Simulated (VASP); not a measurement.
Write the native input for VASP 6.6.1 that does the following.

* Task: electric field gradients
* Functional: r2SCAN
* Potentials or basis: VASP PAW PBE potentials, release 64 (Be)
* Cutoff: 520 eV
* k mesh: 16 × 16 × 9
* Occupations: fermi-dirac, width 0.05 eV
* Spin: no spin polarisation
* Dipole correction: no
* Further INCAR settings: ALGO = Normal; EDIFF = 1e-08; NBANDS = 9

The system is Be.

```
CELL_PARAMETERS angstrom
2.28530 0.00000 0.00000
-1.14265 1.97913 0.00000
0.00000 0.00000 3.58420
ATOMIC_POSITIONS crystal
Be 0.33333 0.66667 0.25000
Be 0.66667 0.33333 0.75000
```

These files were run (other wordings do the same):

POSCAR

```
Be
1.0
    2.2853000000      0.0000000000      0.0000000000
   -1.1426500000      1.9791278553      0.0000000000
    0.0000000000      0.0000000000      3.5842000000
Be
2
Direct
    0.3333333333      0.6666666667      0.2500000000
    0.6666666667      0.3333333333      0.7500000000
```

INCAR.step1

```
ALGO     = Normal         # electronic algorithm
EDIFF    = 1E-4           # SCF threshold, eV
ENCUT    = 520            # plane-wave cutoff, eV
GGA      = PE             # functional
ISMEAR   = -1             # smearing method
LASPH    = True           # aspherical terms in the spheres
LCHARG   = False          # write CHGCAR
LREAL    = False          # projectors in reciprocal space
LWAVE    = True           # write WAVECAR
NBANDS   = 9              # bands
NELM     = 80             # most SCF steps
PREC     = Accurate       # precision mode
SIGMA    = 0.05           # smearing width, eV
```

INCAR.step2

```
ALGO     = Normal         # electronic algorithm
EDIFF    = 1E-8           # SCF threshold, eV
ENCUT    = 520            # plane-wave cutoff, eV
ISIF     = 2              # what is computed and relaxed
ISMEAR   = -1             # smearing method
ISTART   = 1            
LASPH    = True           # aspherical terms in the spheres
LCHARG   = False          # write CHGCAR
LEFG     = True         
LMIXTAU  = True         
LREAL    = False          # projectors in reciprocal space
LWAVE    = False          # write WAVECAR
METAGGA  = R2SCAN         # meta-GGA
NBANDS   = 9              # bands
NELM     = 80             # most SCF steps
PREC     = Accurate       # precision mode
SIGMA    = 0.05           # smearing width, eV
```

KPOINTS

```
k-points
0
Gamma
  16 16 9
```

Potentials or basis: VASP PAW PBE potentials, release 64 (Be).

The run is started by

```sh
$ cat potpaw_PBE.64/Be/POTCAR > POTCAR
$ cp INCAR.step1 INCAR
$ mpirun -np 1 vasp_std > vasp.out
$ cp INCAR.step2 INCAR
$ mpirun -np 1 vasp_std > vasp.out
```

It gave:

```json
{
  "Pressure": "-2.7 GPa",
  "Band gap on the k mesh": "zero (bands 2 and 3 overlap by 1.71 eV)",
  "Largest electric field gradient by atom": "Be -0.6 V/Å²"
}
```

Caveat: without QUAD_EFG the Cq values of the log hold for a quadrupole moment of 1 mb, not for the nuclei; the PAW data sets were made with another functional, which shifts forces and pressure a little.

It took 99 s on 1 thread of Intel Xeon 8259CL, on a shared host, peak memory 0.13 GiB.
